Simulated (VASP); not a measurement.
# KTaO3 (P4/mmm) in VASP: a series of runs

Runs on KTaO3. Level: r2SCAN. Tasks: single point.

All numbers are computed with VASP 6.6.1; they aren't measurements. Logs are shortened: lines on timing, memory, paths and dates and some standing lists are left out, and cuts for length are marked.

## Step 1: The cell of the first run

The structure is tetragonal, space group P4/mmm (No. 123). Conventional cell: a = 3.988 Å, b = 3.988 Å, c = 3.789 Å, α = 90.00°, β = 90.00°, γ = 90.00°. Within 3.6 Å of K (site symmetry 4/mmm) lie 12 O at 2.75 to 2.82 Å and 8 Ta at 3.40 Å. Within 2.5 Å of Ta (site symmetry 4/mmm) lie 6 O at 1.89 to 1.99 Å. Within 2.5 Å of O (site symmetry 4/mmm) lie 2 Ta at 1.89 Å. O (site symmetry mmm) has 2 Ta at 1.99 Å within 2.6 Å.

## Step 2: Single point, r2SCAN (strain -0.0500 x Voigt [1, 0, 0, 0, 0, 0])

File POSCAR:

```
KTaO3
1.0
    3.7888850000      0.0000000000      0.0000000000
    0.0000000000      3.9883000000      0.0000000000
    0.0000000000      0.0000000000      3.9883000000
K Ta O
1 1 3
Direct
    0.5000000000      0.5000000000      0.5000000000
    0.0000000000      0.0000000000      0.0000000000
    0.5000000000      0.0000000000      0.0000000000
    0.0000000000      0.5000000000      0.0000000000
    0.0000000000      0.0000000000      0.5000000000
```

File INCAR.step1:

```
SYSTEM = KTaO3
PREC     = Accurate       ! precision mode
ENCUT    = 770            ! plane-wave cutoff, eV
ISMEAR   = 0              ! smearing method
SIGMA    = 0.05           ! smearing width, eV
LREAL    = .False.        ! projectors in reciprocal space
LASPH    = .True.         ! aspherical terms in the spheres
NELM     = 120            ! most SCF steps
NBANDS   = 28             ! bands
GGA      = PE             ! functional
ALGO     = Normal         ! electronic algorithm
EDIFF    = 1E-5           ! SCF threshold, eV
LWAVE    = .True.         ! write WAVECAR
LCHARG   = .False.        ! write CHGCAR
GGA_COMPAT= .False.
```

File INCAR.step2:

```
SYSTEM = KTaO3
PREC     = Accurate       ! precision mode
ENCUT    = 770            ! plane-wave cutoff, eV
EDIFF    = 1E-6           ! SCF threshold, eV
ISMEAR   = 0              ! smearing method
SIGMA    = 0.05           ! smearing width, eV
LREAL    = .False.        ! projectors in reciprocal space
LASPH    = .True.         ! aspherical terms in the spheres
NELM     = 120            ! most SCF steps
ALGO     = Normal         ! electronic algorithm
ISIF     = 2              ! what is computed and relaxed
LWAVE    = .False.        ! write WAVECAR
LCHARG   = .True.         ! write CHGCAR
METAGGA  = R2SCAN         ! meta-GGA
LMIXTAU  = .True.       
LELF     = .True.         ! ELF
LVHAR    = .True.       
NBANDS   = 28             ! bands
ISTART   = 1            
GGA_COMPAT= .False.
```

File KPOINTS:

```
Automatic mesh
0
Gamma
  6 6 6
  0 0 0
```

Potentials or basis: VASP PAW PBE potentials, release 64 (K_sv, Ta_sv_GW, O).

Run with:

```console
$ cat potpaw_PBE.64/K_sv/POTCAR potpaw_PBE.64/Ta_sv_GW/POTCAR potpaw_PBE.64/O/POTCAR > POTCAR
$ cp INCAR.step1 INCAR
$ mpirun -np 1 vasp_std > vasp.out
$ cp INCAR.step2 INCAR
$ mpirun -np 1 vasp_std > vasp.out
```

OUTCAR:

```text
SYSTEM = KTaO3
   PREC = Accurate
   ENCUT = 770
   EDIFF = 1E-6
   ISMEAR = 0
   LREAL = .False.
   LASPH = .True.
   NELM = 120
   ISIF = 2
   METAGGA = R2SCAN
   ISTART = 1

 ion  position               nearest neighbor table
   1  0.500  0.500  0.500-   4 2.75   5 2.75   4 2.75   5 2.75   4 2.75   5 2.75   4 2.75   5 2.75
                             3 2.82   3 2.82   3 2.82   3 2.82   2 3.40   2 3.40   2 3.40   2 3.40
   2  0.000  0.000  0.000-   3 1.89   3 1.89   5 1.99   5 1.99   4 1.99   4 1.99   1 3.40   1 3.40
                             1 3.40   1 3.40   1 3.40   1 3.40   1 3.40   1 3.40
   3  0.500  0.000  0.000-   2 1.89   2 1.89   1 2.82   1 2.82   1 2.82   1 2.82
   4  0.000  0.500  0.000-   2 1.99   2 1.99   1 2.75   1 2.75   1 2.75   1 2.75
   5  0.000  0.000  0.500-   2 1.99   2 1.99   1 2.75   1 2.75   1 2.75   1 2.75

  LATTYP: Found a simple tetragonal cell.
 ALAT       =     3.9883000000
 C/A-ratio  =     0.9500000000

  Lattice vectors:

 A1 = (   0.0000000000,   3.9883000000,   0.0000000000)
 A2 = (   0.0000000000,   0.0000000000,   3.9883000000)
 A3 = (   3.7888850000,   0.0000000000,   0.0000000000)

Analysis of symmetry for initial positions (statically):
=====================================================================
 Subroutine PRICEL returns:
 Original cell was already a primitive cell.

 Routine SETGRP: Setting up the symmetry group for a
 simple tetragonal supercell.

 Subroutine GETGRP returns: Found 16 space group operations
 (whereof 16 operations were pure point group operations)
 out of a pool of 16 trial point group operations.

The static configuration has the point symmetry D_4h.

Analysis of symmetry for dynamics (positions and initial velocities):
=====================================================================
 Subroutine PRICEL returns:
 Original cell was already a primitive cell.

 Routine SETGRP: Setting up the symmetry group for a
 simple tetragonal supercell.

 Subroutine GETGRP returns: Found 16 space group operations
 (whereof 16 operations were pure point group operations)
 out of a pool of 16 trial point group operations.

The dynamic configuration has the point symmetry D_4h.

 Subroutine INISYM returns: Found 16 space group operations
 (whereof 16 operations are pure point group operations),
 and found     1 'primitive' translations

----------------------------------------------------------------------------------------

                                     Primitive cell

  volume of cell :      60.2680

  direct lattice vectors                    reciprocal lattice vectors
     3.788885000  0.000000000  0.000000000     0.263929890  0.000000000  0.000000000
     0.000000000  3.988300000  0.000000000     0.000000000  0.250733395  0.000000000
     0.000000000  0.000000000  3.988300000     0.000000000  0.000000000  0.250733395

  length of vectors
     3.788885000  3.988300000  3.988300000     0.263929890  0.250733395  0.250733395

  position of ions in fractional coordinates (direct lattice)
     0.500000000  0.500000000  0.500000000
     0.000000000  0.000000000  0.000000000
     0.500000000  0.000000000  0.000000000
     0.000000000  0.500000000  0.000000000
     0.000000000  0.000000000  0.500000000

  ion indices of the primitive-cell ions
   primitive index   ion index
                 1           1
                 2           2
                 3           3
                 4           4
                 5           5

----------------------------------------------------------------------------------------

 KPOINTS: Automatic mesh

Automatic generation of k-mesh.
 Grid dimensions read from file:
 generate k-points for:    6    6    6

 Generating k-lattice:

  Cartesian coordinates                     Fractional coordinates (reciprocal lattice)
     0.043988315  0.000000000  0.000000000     0.166666667  0.000000000  0.000000000
     0.000000000  0.041788899  0.000000000     0.000000000  0.166666667  0.000000000
     0.000000000  0.000000000  0.041788899     0.000000000  0.000000000  0.166666667

  Length of vectors
     0.043988315  0.041788899  0.041788899

  Shift w.r.t. Gamma in fractional coordinates (k-lattice)
     0.000000000  0.000000000  0.000000000

 Subroutine IBZKPT returns following result:
 ===========================================

 Found     40 irreducible k-points:

 Following reciprocal coordinates:
            Coordinates               Weight
  0.000000  0.000000  0.000000      1.000000
  0.166667  0.000000  0.000000      2.000000
  0.333333  0.000000  0.000000      2.000000
  0.500000  0.000000  0.000000      1.000000
  0.000000  0.166667  0.000000      4.000000
  0.166667  0.166667  0.000000      8.000000
[... 16 lines left out ...]
  0.333333  0.333333  0.166667     16.000000
  0.500000  0.333333  0.166667      8.000000
 [... further k-points ...]
   k-points           NKPTS =     40   k-points in BZ     NKDIM =     40   number of bands    NBANDS=     28
   number of dos      NEDOS =    301   number of ions     NIONS =      5
   total plane-waves  NPLWV =  46656
   dimension x,y,z NGX =    36 NGY =   36 NGZ =   36
   dimension x,y,z NGXF=    72 NGYF=   72 NGZF=   72
   ions per type =               1   1   3
   NGX,Y,Z   is equivalent  to a cutoff of  15.80, 15.01, 15.01 a.u.
   NGXF,Y,Z  is equivalent  to a cutoff of  31.59, 30.01, 30.01 a.u.
 SYSTEM =  KTaO3
   PREC   = accura    normal or accurate (medium, high low for compatibility)
   ISTART =      1    job   : 0-new  1-cont  2-samecut
   ICHARG =      0    charge: 1-file 2-atom 10-const
   ISPIN  =      1    spin polarized calculation?
   LNONCOLLINEAR =      F non collinear calculations
   LSORBIT =      F    spin-orbit coupling
   LASPH  =      T    aspherical Exc in radial PAW
   ENCUT  =  770.0 eV  56.59 Ry    7.52 a.u.   8.57  9.02  9.02*2*pi/ulx,y,z
   NELM   =    120;   NELMIN=  2; NELMDL=  0     # of ELM steps
   EDIFF  = 0.1E-05   stopping-criterion for ELM
   LREAL  =      F    real-space projection
[... 7 lines left out ...]
   TEBEG  =    0.0;   TEEND  =   0.0 temperature during run
   PSTRESS=    0.0 pullay stress
   NELECT =      40.0000    total number of electrons
   NUPDOWN=      -1.0000    fix difference up-down
   EMIN   =  10.00;   EMAX   =-10.00  energy-range for DOS
   EFERMI =   0.00;   METHOD = LEGACY
   ISMEAR =     0;   SIGMA  =   0.05  broadening in eV -4-tet -1-fermi 0-gaus
   EFERMI_NEDOS =   21; number of points for ismear=-14 and -15
   IALGO  =     38    algorithm
   IMIX   =      4    mixing-type and parameters
     AMIX     =   0.40;   BMIX     =  1.00
     AMIX_MAG =   1.60;   BMIX_MAG =  1.00
  volume/ion in A,a.u.               =      12.05        81.34
  Fermi-wavevector in a.u.,A,eV,Ry     =   1.428014  2.698555 27.745328  2.039224
  Thomas-Fermi vector in A             =   2.548122
   LORBIT       =      0    0 simple, 1 ext, 2 COOP (PROOUT), +10 PAW based schemes
   METAGGA = R2SCAN    functional components
   LHFCALC =     F    Hartree Fock is set to
   AEXX    =    0.0000 exact exchange contribution
   IVDW    =     0    specifies the selected vdW correction
   LEPSILON=     F    determine dielectric tensor
   LRPA    =     F    only Hartree local field effects (RPA)
 non-spin polarized calculation
 Gauss-broadening in eV      SIGMA  =   0.05
  energy-cutoff  :      770.00
  volume of cell :       60.27
 maximum number of plane-waves:      2944
 NGX is ok and might be reduce to    36
   NGX = 17   NGY = 19   NGZ = 19

 number of electron      39.9999999 magnetization

 Free energy of the ion-electron system (eV)
  ---------------------------------------------------
  ext. energy  EPLUGINS =         0.00000000
  ---------------------------------------------------
  free energy    TOTEN  =       -89.51993167 eV

  energy without entropy =      -89.51993167  energy(sigma->0) =      -89.51993167

 E-fermi :   3.7295     XC(G=0): -11.9450

 val. band max:        3.2967964743   @ k =   0.5000   0.5000   0.5000
 cond. band min:       5.9346881807   @ k =   0.0000   0.0000   0.0000
 fundamental gap:      2.6378917063
 Fermi energy:         3.7294721740

 k-point     1 :       0.0000    0.0000    0.0000
  band No.  band energies     occupation
      1     -65.9292      2.00000
      2     -31.7833      2.00000
      3     -31.6535      2.00000
      4     -31.6535      2.00000
      5     -25.1383      2.00000
      6     -15.7368      2.00000
[... 20 lines left out ...]
     27      11.8952      0.00000
     28      12.0707      0.00000

 k-point     2 :       0.1667    0.0000    0.0000
  band No.  band energies     occupation
      1     -65.9287      2.00000
      2     -31.8343      2.00000
      3     -31.6515      2.00000
      4     -31.6515      2.00000
      5     -25.1269      2.00000
      6     -15.4137      2.00000
[... 20 lines left out ...]
     27      12.5008      0.00000
     28      13.0500      0.00000

 k-point     3 :       0.3333    0.0000    0.0000
  band No.  band energies     occupation
      1     -65.9279      2.00000
      2     -31.9339      2.00000
      3     -31.6477      2.00000
      4     -31.6477      2.00000
      5     -25.1042      2.00000
      6     -15.1221      2.00000
[... 20 lines left out ...]
     27      13.4042      0.00000
     28      14.5878      0.00000

 k-point     4 :       0.5000    0.0000    0.0000
  band No.  band energies     occupation
      1     -65.9275      2.00000
      2     -31.9825      2.00000
      3     -31.6457      2.00000
      4     -31.6457      2.00000
      5     -25.0929      2.00000
      6     -15.1209      2.00000
[... 578 lines left out ...]
     27      13.9591      0.00000
     28      14.6990      0.00000

 k-point    23 :       0.3333    0.3333    0.1667
  band No.  band energies     occupation
      1     -65.9272      2.00000
      2     -31.9291      2.00000
      3     -31.7252      2.00000
      4     -31.6712      2.00000
      5     -25.0866      2.00000
      6     -14.6297      2.00000
[... 20 lines left out ...]
     27      14.5054      0.00000
     28      15.0238      0.00000

 k-point    24 :       0.5000    0.3333    0.1667
  band No.  band energies     occupation
      1     -65.9268      2.00000
      2     -31.9773      2.00000
      3     -31.7230      2.00000
      4     -31.6692      2.00000
      5     -25.0793      2.00000
      6     -14.5369      2.00000
[... 20 lines left out ...]
     27      14.8738      0.00000
     28      14.8818      0.00000

 [... further k-points ...]
[... 5 lines left out ...]
  --------------------------------------------------------------------------------------
  -------------------------------------------------------------------------------------
  Total       11.8077851      1.9835516      1.9835516      0.0000000      0.0000000     -0.0000000
  in kB      313.9004676     52.7311228     52.7311228      0.0000000      0.0000000     -0.0000000
  external PRESSURE =     139.7875710 kB  Pullay stress =       0.0000000 kB

 VOLUME and BASIS-vectors are now :
 -----------------------------------------------------------------------------
  energy-cutoff  :      770.00
  volume of cell :       60.27
      direct lattice vectors                 reciprocal lattice vectors
     3.788885000  0.000000000  0.000000000     0.263929890  0.000000000  0.000000000
     0.000000000  3.988300000  0.000000000     0.000000000  0.250733395  0.000000000
     0.000000000  0.000000000  3.988300000     0.000000000  0.000000000  0.250733395

 POSITION                                       TOTAL-FORCE (eV/Angst)
 -----------------------------------------------------------------------------------
      1.89444      1.99415      1.99415         0.000000      0.000000      0.000000
      0.00000      0.00000      0.00000         0.000000      0.000000      0.000000
      1.89444      0.00000      0.00000         0.000000      0.000000      0.000000
      0.00000      1.99415      0.00000         0.000000      0.000000      0.000000
      0.00000      0.00000      1.99415         0.000000      0.000000      0.000000
 -----------------------------------------------------------------------------------
    total drift:                                0.000000      0.000000     -0.000000

  FREE ENERGIE OF THE ION-ELECTRON SYSTEM (eV)
  ---------------------------------------------------
  free  energy   TOTEN  =       -89.5199316724 eV

  energy  without entropy=      -89.5199316724  energy(sigma->0) =      -89.51993167
```

It took 3.9 min on 1 thread of Intel Xeon Platinum 8488C (Sapphire Rapids), shared host; peak memory 0.31 GiB.

Results:

- Free energy: -89.5199 eV
- Pressure: 14.0 GPa
- Band gap on the k mesh: 2.64 eV (least direct gap 3.25 eV)

Caveat: the cell differs from its parent crystal (strain -0.0500 x Voigt [1, 0, 0, 0, 0, 0]); the stress differs along the axes, from 5 to 31 GPa; the PAW data sets were made with another functional, which shifts forces and pressure a little; spin-orbit coupling is left out, which moves the levels of the heavy elements. A k mesh can miss the band edges.

## Step 3: Single point, r2SCAN (strain -0.0250 x Voigt [1, 0, 0, 0, 0, 0])

Changes to POSCAR since step 2:

```diff
@@ -2,3 +2,3 @@
 1.0
-    3.7888850000      0.0000000000      0.0000000000
+    3.8885925000      0.0000000000      0.0000000000
     0.0000000000      3.9883000000      0.0000000000
```

File INCAR.step1:

```
SYSTEM = KTaO3
ALGO = Normal
EDIFF = 1E-5
ENCUT = 770
GGA = PE
GGA_COMPAT = .False.
ISMEAR = 0
LASPH = .True.
LCHARG = .False.
LREAL = .False.
LWAVE = .True.
NBANDS = 28
NELM = 120
PREC = Accurate
SIGMA = 0.05
```

File INCAR.step2:

```
SYSTEM = KTaO3
ALGO = Normal
EDIFF = 1E-6
ENCUT = 770
GGA_COMPAT = .False.
ISIF = 2
ISMEAR = 0
ISTART = 1
LASPH = .True.
LCHARG = .True.
LELF = .True.
LMIXTAU = .True.
LREAL = .False.
LVHAR = .True.
LWAVE = .False.
METAGGA = R2SCAN
NBANDS = 28
NELM = 120
PREC = Accurate
SIGMA = 0.05
```

File KPOINTS:

```
k-points
0
Gamma
  6 6 6
  0 0 0
```

Potentials or basis: VASP PAW PBE potentials, release 64 (K_sv, Ta_sv_GW, O).

Run with:

```console
$ cat potpaw_PBE.64/K_sv/POTCAR potpaw_PBE.64/Ta_sv_GW/POTCAR potpaw_PBE.64/O/POTCAR > POTCAR
$ cp INCAR.step1 INCAR
$ mpirun -np 1 vasp_std > vasp.out
$ cp INCAR.step2 INCAR
$ mpirun -np 1 vasp_std > vasp.out
```

It took 4.9 min on 1 thread of Intel Xeon Platinum 8375C at 2.90GHz (Ice Lake), shared host; peak memory 0.29 GiB.

It converged, with:

```yaml
Free_energy: -89.7428 eV
Pressure: 6.5 GPa
Band_gap_on_the_k_mesh: 2.63 eV (least direct gap 3.27 eV)
```

Stress tensor (GPa, compression positive):
```
13.95  0.00  0.00
 0.00  2.72  0.00
 0.00  0.00  2.72
```

Levels at points of the mesh, in eV from the valence-band top:
```
           k point  band 17  band 18  band 19  band 20  band 21  band 22  band 23  band 24
(0.00, 0.00, 0.00)    -1.05    -0.66    -0.66    -0.64     2.63     2.67     2.67     7.24
(0.50, 0.00, 0.00)    -2.14    -1.58    -0.87    -0.87     2.82     5.84     5.84     7.28
(0.00, 0.50, 0.00)    -2.29    -1.63    -0.95    -0.88     2.82     5.49     5.49     7.54
(0.50, 0.50, 0.00)    -1.69    -1.43    -1.41    -0.08     5.54     5.87     7.10     8.31
(0.00, 0.50, 0.50)    -1.71    -1.71    -1.69    -0.05     5.52     5.52     6.84     8.96
(0.50, 0.50, 0.50)    -3.86    -0.04    -0.04     0.00     7.00     7.25     7.25     9.59
```

Caveat: the cell differs from its parent crystal (strain -0.0250 x Voigt [1, 0, 0, 0, 0, 0]); the stress differs along the axes, from 3 to 14 GPa; the PAW data sets were made with another functional, which shifts forces and pressure a little; spin-orbit coupling is left out, which moves the levels of the heavy elements.
